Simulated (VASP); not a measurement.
Input of a VASP 6.6.1 run:

The input INCAR:

```
ALGO = Fast ; EDIFF = 1E-6
ENCUT = 520 ; GGA = PS
ISIF = 2 ; ISMEAR = 0
LASPH = T ; LCHARG = F
LREAL = F ; LWAVE = F
NBANDS = 55 ; NELM = 80
PREC = Accurate ; SIGMA = 0.15
```

KPOINTS

```
k-points
0
Gamma
  6 6 12
```

Contents of POSCAR:

```
Zr3Si2
1.0
    7.0655778226      0.0000000000      0.0000000000
    0.0000000000      7.0655778226      0.0000000000
    0.0000000000      0.0000000000      3.6444907344
Zr Si
6 4
Direct
    0.1744786440      0.6744786440      0.5000000000
    0.8255213560      0.3255213560      0.5000000000
    0.3255213560      0.1744786440      0.5000000000
    0.6744786440      0.8255213560      0.5000000000
    0.0000000000      0.0000000000      0.0000000000
    0.5000000000      0.5000000000      0.0000000000
    0.6223900172      0.1223900172      0.0205790069
    0.3776099828      0.8776099828      0.0205790069
    0.8776099828      0.6223900172      0.0205790069
    0.1223900172      0.3776099828      0.0205790069
```

Potentials or basis: VASP PAW PBE potentials, release 64 (Zr_sv, Si).

The run is started by

```console
$ cat potpaw_PBE.64/Zr_sv/POTCAR potpaw_PBE.64/Si/POTCAR > POTCAR
$ mpirun -np 1 vasp_std > vasp.out
```

Problem. Estimate the largest force.

Solution. 0.636 eV/Å.

Problem. Estimate the pressure.

Solution. 0.4 GPa.

Problem. What does it give for the band gap on the k mesh?

Solution. Zero (bands 44 and 45 overlap by 1.24 eV).

Forces on the atoms (eV/Å):
```
Zr   0.001  0.001  0.572
Zr  -0.001 -0.001  0.572
Zr  -0.001  0.001  0.572
Zr   0.001 -0.001  0.572
Zr   0.000  0.000  0.128
Zr   0.000  0.000  0.128
Si   0.001  0.001 -0.636
Si  -0.001 -0.001 -0.636
Si  -0.001  0.001 -0.636
Si   0.001 -0.001 -0.636
```

Caveat: the cell differs from its parent crystal (all Si atoms moved +0.075 Å, as atom 7 along Cartesian [0 0 1]); the PAW data sets were made with another functional, which shifts forces and pressure a little.
